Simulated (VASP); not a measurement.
Write the native input for VASP 6.6.1 that does the following.

| Property | Result |
| --- | --- |
| Task | single point |
| Functional | LDA |
| Potentials or basis | VASP PAW LDA potentials, release 64 (Al, Ru_pv) |
| Cutoff | 520 eV |
| k mesh | 12 × 12 × 6 |
| Occupations | gaussian, width 0.15 eV |
| Spin | no spin polarisation |
| Dipole correction | no |
| Further INCAR settings | ALGO = Fast; EDIFF = 1e-06; NBANDS = 25 |

The structure of AlRu lies in POSCAR:

```
AlRu
1.0
    2.9537571766      0.0000000000      0.0000000000
    0.0000000000      2.9537571766      0.0000000000
    0.0000000000      0.0000000000      5.9075143532
Al Ru
2 2
Direct
    0.0000000000      0.0000000000      0.5000000000
    0.0000000000      0.0000000000      0.0000000000
    0.5000000000      0.5000000000      0.2500000000
    0.5000000000      0.5000000000      0.7500000000
```

One way to write it, as run:

INCAR

```
PREC     = Accurate       # precision mode
ENCUT    = 520            # plane-wave cutoff, eV
EDIFF    = 1E-6           # SCF threshold, eV
ISMEAR   = 0              # smearing method
SIGMA    = 0.15           # smearing width, eV
LREAL    = False          # projectors in reciprocal space
LASPH    = True           # aspherical terms in the spheres
NELM     = 60             # most SCF steps
ALGO     = Fast           # electronic algorithm
ISIF     = 2              # what is computed and relaxed
LWAVE    = False          # write WAVECAR
LCHARG   = True           # write CHGCAR
LELF     = True           # ELF
LVHAR    = True         
NBANDS   = 25             # bands
```

KPOINTS

```
regular mesh
0
Gamma
  12 12 6
```

Potentials or basis: VASP PAW LDA potentials, release 64 (Al, Ru_pv).

Run with:

```bash
$ cat potpaw_LDA.64/Al/POTCAR potpaw_LDA.64/Ru_pv/POTCAR > POTCAR
$ mpirun -np 1 vasp_std > vasp.out
```

It gave:

* Pressure: 0.6 GPa
* Band gap on the k mesh: zero (band 17 reaches 13.04 eV, above the bottom of band 18 at 9.68 eV)

Wall time 2.9 min on 1 thread of Intel Xeon 8259CL, with other jobs on the host, peak memory 0.24 GiB.
